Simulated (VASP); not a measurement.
A run of VASP 6.6.1 is set up as follows.

File INCAR:

```
PREC     = Accurate       # precision mode
ENCUT    = 600            # plane-wave cutoff, eV
EDIFF    = 1E-6           # SCF threshold, eV
ISMEAR   = 0              # smearing method
SIGMA    = 0.15           # smearing width, eV
LREAL    = F              # projectors in reciprocal space
LASPH    = T              # aspherical terms in the spheres
NELM     = 60             # most SCF steps
ALGO     = Normal         # electronic algorithm
ISIF     = 3              # what is computed and relaxed
LWAVE    = F              # write WAVECAR
LCHARG   = F              # write CHGCAR
GGA      = PS             # functional
IBRION   = 2              # ionic algorithm
NSW      = 80             # ionic steps
EDIFFG   = -0.01          # ionic threshold
```

The input KPOINTS:

```
Automatic mesh
0
Gamma
  15 15 15
```

The input POSCAR:

```
C
1.0
    0.0000000000      2.1270000000      3.3480000000
    1.2280000000      0.0000000000      3.3480000000
    1.2280000000      2.1270000000      0.0000000000
C
2
Direct
    0.1666666667      0.8333333333      0.1666666667
    0.8333333333      0.1666666667      0.8333333333
```

Potentials or basis: VASP PAW PBE potentials, release 64 (C).

Launch:

```console
$ cat potpaw_PBE.64/C/POTCAR > POTCAR
$ mpirun -np 1 vasp_std > vasp.out
```

Problem. What does it give for the relaxed cell?

Solution. a = 4.148 Å, b = 3.766 Å, c = 2.460 Å, α = 80.59°, β = 63.60°, γ = 35.81°.

Problem. What does it give for the relaxed volume?

Solution. 9.33 Å³/atom.

Problem. What does it give for the band gap on the k mesh?

Solution. 0.07 eV, indirect (the least direct gap lies 4.8 meV higher).

Forces on the atoms (eV/Å):
```
C    0.000  0.004  0.000
C    0.000 -0.004  0.000
```

Caveat: the PAW data sets were made with another functional, which shifts forces and pressure a little. Zero-point motion and thermal expansion aren't in these numbers.
